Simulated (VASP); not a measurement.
# AlN (P3m1) in VASP: single point with PBE

Aim: the single point of AlN with PBE.

Program: VASP 6.6.1. These are calculated values, not measurements. Logs are shortened: lines on timing, memory, paths and dates and some standing lists are left out, and cuts for length are marked.

### 1 The cell of the first run

The structure is trigonal, space group P3m1 (No. 156). Conventional cell: a = 3.119 Å, b = 3.119 Å, c = 12.656 Å, α = 90.00°, β = 90.00°, γ = 120.00°. Within 2.5 Å of Al (site symmetry 3m) lie 4 N at 1.90 to 1.91 Å. Al (site symmetry 3m) has 4 N at 1.90 Å within 2.5 Å. Al (site symmetry 3m) has 4 N at 1.90 to 1.91 Å within 2.5 Å. Within 2.5 Å of Al (site symmetry 3m) lie 4 N at 1.91 Å. Within 2.5 Å of Al (site symmetry 3m) lie 4 N at 1.91 Å. N (site symmetry 3m) has 4 Al at 1.90 Å within 2.5 Å. Within 2.5 Å of N (site symmetry 3m) lie 4 Al at 1.90 Å. Within 2.5 Å of N (site symmetry 3m) lie 4 Al at 1.91 Å.

### 2 Single point, PBE

Input file INCAR:

```
SYSTEM = AlN
PREC = Accurate
ENCUT = 520
EDIFF = 1E-6
ISMEAR = 0
SIGMA = 0.02
LREAL = .False.
LASPH = .True.
NELM = 80
ALGO = Normal
ISIF = 2
LWAVE = .False.
LCHARG = .False.
GGA = PE
NELECT = 41.0
NBANDS = 31
```

Input file KPOINTS:

```
regular mesh
0
Gamma
  9 9 3
  0 0 0
```

Input file POSCAR:

```
AlN
1.0
    3.1191974441      0.0000000000      0.0000000000
   -1.5595987221      2.7013042260      0.0000000000
    0.0000000000      0.0000000000     12.6557345236
Al N
5 5
Direct
    0.0000000000      0.0000000000      0.0005262558
    0.3333333333      0.6666666667      0.1995152787
    0.0000000000      0.0000000000      0.3985715376
    0.6666666667      0.3333333333      0.5992700545
    0.3333333333      0.6666666667      0.7999067583
    0.0000000000      0.0000000000      0.1508837314
    0.3333333333      0.6666666667      0.3499169196
    0.0000000000      0.0000000000      0.5498069008
    0.6666666667      0.3333333333      0.7504907231
    0.3333333333      0.6666666667      0.9511118401
```

Potentials or basis: VASP PAW PBE potentials, release 64 (Al, N).

Run with:

```bash
> cat potpaw_PBE.64/Al/POTCAR potpaw_PBE.64/N/POTCAR > POTCAR
> mpirun -np 1 vasp_std > vasp.out
```

OUTCAR:

```text
SYSTEM = AlN
   PREC = Accurate
   ENCUT = 520
   EDIFF = 1E-6
   ISMEAR = 0
   LREAL = .False.
   LASPH = .True.
   NELM = 80
   ISIF = 2
   GGA = PE
   NELECT = 41.0

 ion  position               nearest neighbor table
   1  0.000  0.000  0.001-   6 1.90  10 1.91  10 1.91  10 1.91   2 3.10   2 3.10   2 3.10   5 3.11
                             5 3.11   5 3.11
   2  0.333  0.667  0.200-   6 1.90   6 1.90   6 1.90   7 1.90   1 3.10   1 3.10   1 3.10   3 3.10
                             3 3.10   3 3.10
   3  0.000  0.000  0.399-   7 1.90   7 1.90   7 1.90   8 1.91   2 3.10   2 3.10   2 3.10   4 3.11
                             4 3.11   4 3.11
   4  0.667  0.333  0.599-   8 1.91   8 1.91   8 1.91   9 1.91   5 3.11   5 3.11   5 3.11   3 3.11
                             3 3.11   3 3.11
   5  0.333  0.667  0.800-   9 1.91   9 1.91   9 1.91  10 1.91   1 3.11   1 3.11   1 3.11   4 3.11
                             4 3.11   4 3.11
   6  0.000  0.000  0.151-   1 1.90   2 1.90   2 1.90   2 1.90
   7  0.333  0.667  0.350-   3 1.90   3 1.90   3 1.90   2 1.90
   8  0.000  0.000  0.550-   4 1.91   4 1.91   4 1.91   3 1.91
   9  0.667  0.333  0.750-   5 1.91   5 1.91   5 1.91   4 1.91
  10  0.333  0.667  0.951-   1 1.91   1 1.91   1 1.91   5 1.91

  LATTYP: Found a hexagonal cell.
 ALAT       =     3.1191974441
 C/A-ratio  =     4.0573688426

  Lattice vectors:

 A1 = (   3.1191974441,   0.0000000000,   0.0000000000)
 A2 = (  -1.5595987221,   2.7013042260,   0.0000000000)
 A3 = (   0.0000000000,   0.0000000000,  12.6557345236)

Analysis of symmetry for initial positions (statically):
=====================================================================
 Subroutine PRICEL returns:
 Original cell was already a primitive cell.

 Routine SETGRP: Setting up the symmetry group for a
 hexagonal supercell.

 Subroutine GETGRP returns: Found  6 space group operations
 (whereof  6 operations were pure point group operations)
 out of a pool of 24 trial point group operations.

The static configuration has the point symmetry C_3v.

Analysis of symmetry for dynamics (positions and initial velocities):
=====================================================================
 Subroutine PRICEL returns:
 Original cell was already a primitive cell.

 Routine SETGRP: Setting up the symmetry group for a
 hexagonal supercell.

 Subroutine GETGRP returns: Found  6 space group operations
 (whereof  6 operations were pure point group operations)
 out of a pool of 24 trial point group operations.
[... 126 lines left out ...]
   TEBEG  =    0.0;   TEEND  =   0.0 temperature during run
   PSTRESS=    0.0 pullay stress
   NELECT =      41.0000    total number of electrons
   NUPDOWN=      -1.0000    fix difference up-down
   EMIN   =  10.00;   EMAX   =-10.00  energy-range for DOS
   EFERMI =   0.00;   METHOD = LEGACY
   ISMEAR =     0;   SIGMA  =   0.02  broadening in eV -4-tet -1-fermi 0-gaus
   EFERMI_NEDOS =   21; number of points for ismear=-14 and -15
   IALGO  =     38    algorithm
   IMIX   =      4    mixing-type and parameters
     AMIX     =   0.40;   BMIX     =  1.00
     AMIX_MAG =   1.60;   BMIX_MAG =  1.00
  volume/ion in A,a.u.               =      10.66        71.96
  Fermi-wavevector in a.u.,A,eV,Ry     =   1.190424  2.249574 19.280931  1.417108
  Thomas-Fermi vector in A             =   2.326509
   LORBIT       =      0    0 simple, 1 ext, 2 COOP (PROOUT), +10 PAW based schemes
   GGA     = PE    functional components
   LHFCALC =     F    Hartree Fock is set to
   AEXX    =    0.0000 exact exchange contribution
   IVDW    =     0    specifies the selected vdW correction
   LEPSILON=     F    determine dielectric tensor
   LRPA    =     F    only Hartree local field effects (RPA)
 non-spin polarized calculation
 Gauss-broadening in eV      SIGMA  =   0.02
  energy-cutoff  :      520.00
  volume of cell :      106.64
 maximum number of plane-waves:      2886
 NGX is ok and might be reduce to    24
   NGX = 11   NGY = 11   NGZ = 47

 number of electron      40.9999994 magnetization

 Free energy of the ion-electron system (eV)
  ---------------------------------------------------
  ext. energy  EPLUGINS =         0.00000000
  ---------------------------------------------------
  free energy    TOTEN  =       -64.01437751 eV

  energy without entropy =      -64.01363134  energy(sigma->0) =      -64.01400442

 E-fermi :  10.5508     XC(G=0): -11.0205

 val. band max:       10.5436591930   @ k =   0.3333   0.0000   0.3333
 cond. band min:      10.5576581230   @ k =   0.0000   0.4444   0.3333
 fundamental gap:      0.0139989300
 Fermi energy:        10.5508019256

 k-point     1 :       0.0000    0.0000    0.0000
  band No.  band energies     occupation
      1      -9.4500      2.00000
      2      -8.6958      2.00000
      3      -8.5664      2.00000
      4      -7.6351      2.00000
      5      -7.2362      2.00000
      6       0.1006      2.00000
[... 805 lines left out ...]
     30      16.2056      0.00000
     31      16.4090      0.00000

 [... further k-points ...]

------------------------ aborting loop because EDIFF is reached ----------------------------------------

  FORCE on cell =-STRESS in cart. coord.  units (eV):
  Direction    XX          YY          ZZ          XY          YZ          ZX
  --------------------------------------------------------------------------------------
  -------------------------------------------------------------------------------------
  Total       11.7234107     11.7234107     12.5250364     -0.0000000      0.0000000     -0.0000000
  in kB      176.1411553    176.1411553    188.1853699     -0.0000000      0.0000000     -0.0000000
  external PRESSURE =     180.1558935 kB  Pullay stress =       0.0000000 kB

 VOLUME and BASIS-vectors are now :
 -----------------------------------------------------------------------------
  energy-cutoff  :      520.00
  volume of cell :      106.64
      direct lattice vectors                 reciprocal lattice vectors
     3.119197444  0.000000000  0.000000000     0.320595287  0.185095775  0.000000000
    -1.559598722  2.701304226  0.000000000     0.000000000  0.370191551  0.000000000
     0.000000000  0.000000000 12.655734524     0.000000000  0.000000000  0.079015564

 POSITION                                       TOTAL-FORCE (eV/Angst)
 -----------------------------------------------------------------------------------
      0.00000      0.00000      0.00666         0.000000      0.000000     -0.869104
     -0.00000      1.80087      2.52501         0.000000      0.000000      0.135497
      0.00000      0.00000      5.04422        -0.000000      0.000000      0.930154
      1.55960      0.90043      7.58420         0.000000      0.000000      0.234197
     -0.00000      1.80087     10.12341        -0.000000     -0.000000     -0.238576
      0.00000      0.00000      1.90954        -0.000000      0.000000      0.258519
     -0.00000      1.80087      4.42846         0.000000     -0.000000     -0.636010
      0.00000      0.00000      6.95821         0.000000      0.000000     -0.368311
      1.55960      0.90043      9.49801        -0.000000     -0.000000     -0.010706
     -0.00000      1.80087     12.03702        -0.000000      0.000000      0.564339
 -----------------------------------------------------------------------------------
    total drift:                               -0.000000      0.000000      0.001036

  FREE ENERGIE OF THE ION-ELECTRON SYSTEM (eV)
  ---------------------------------------------------
  free  energy   TOTEN  =       -64.0143775075 eV

  energy  without entropy=      -64.0136313377  energy(sigma->0) =      -64.01400442
```

OSZICAR:

```text
N       E                     dE             d eps       ncg     rms          rms(c)
DAV:   1     0.161500609895E+03    0.16150E+03   -0.18775E+04  1938   0.116E+03
DAV:   2    -0.626437671943E+02   -0.22414E+03   -0.21525E+03  2436   0.245E+02
DAV:   3    -0.761536358459E+02   -0.13510E+02   -0.13408E+02  2460   0.636E+01
DAV:   4    -0.762886838858E+02   -0.13505E+00   -0.13490E+00  2399   0.692E+00
DAV:   5    -0.762905417977E+02   -0.18579E-02   -0.18578E-02  2474   0.806E-01    0.195E+01
DAV:   6    -0.639565010940E+02    0.12334E+02   -0.46352E+01  2345   0.325E+01    0.667E+00
DAV:   7    -0.640706899916E+02   -0.11419E+00   -0.20871E+00  2410   0.700E+00    0.463E+00
DAV:   8    -0.640256652744E+02    0.45025E-01   -0.22452E-01  2324   0.283E+00    0.786E-01
DAV:   9    -0.640133833442E+02    0.12282E-01   -0.46028E-02  2398   0.106E+00    0.338E-01
DAV:  10    -0.640141781467E+02   -0.79480E-03   -0.74961E-03  2443   0.425E-01    0.183E-01
DAV:  11    -0.640143463378E+02   -0.16819E-03   -0.76087E-04  2430   0.156E-01    0.603E-02
DAV:  12    -0.640143750267E+02   -0.28689E-04   -0.15061E-04  2528   0.791E-02    0.108E-02
DAV:  13    -0.640143774532E+02   -0.24265E-05   -0.96474E-06  2396   0.205E-02    0.669E-03
DAV:  14    -0.640143775075E+02   -0.54360E-07   -0.19889E-06  1700   0.825E-03
   1 F= -.64014378E+02 E0= -.64014004E+02  d E =-.746170E-03
```

It took 40 s on 1 thread of AMD EPYC 9R45 (Zen 5), shared host; peak memory 0.22 GiB.

What came out:

| Item | Value |
| --- | --- |
| Free energy | -64.0144 eV |
| Largest force | 0.930 eV/Å |

Forces in eV/Å, atoms in the order of the input:
```
Al   0.000  0.000 -0.869
Al   0.000  0.000  0.135
Al   0.000  0.000  0.930
Al   0.000  0.000  0.234
Al   0.000  0.000 -0.239
N    0.000  0.000  0.259
N    0.000  0.000 -0.636
N    0.000  0.000 -0.368
N    0.000  0.000 -0.011
N    0.000  0.000  0.564
```

Levels at points of the mesh, in eV from the Fermi level:
```
           k point  band 17  band 18  band 19  band 20  band 21  band 22  band 23  band 24  band 25  band 26
(0.00, 0.00, 0.00)    -4.92    -4.82    -4.67    -4.67    -0.96     0.86     0.88     1.67     2.30     4.89
```

Caveat: the cell carries a net charge on a neutralising background, which shifts energy and pressure; the cell is charged against a uniform background, so pressure and absolute levels hang on convention; an odd number of electrons without spin polarisation forces a metal; a magnetic or distorted state may lie lower.
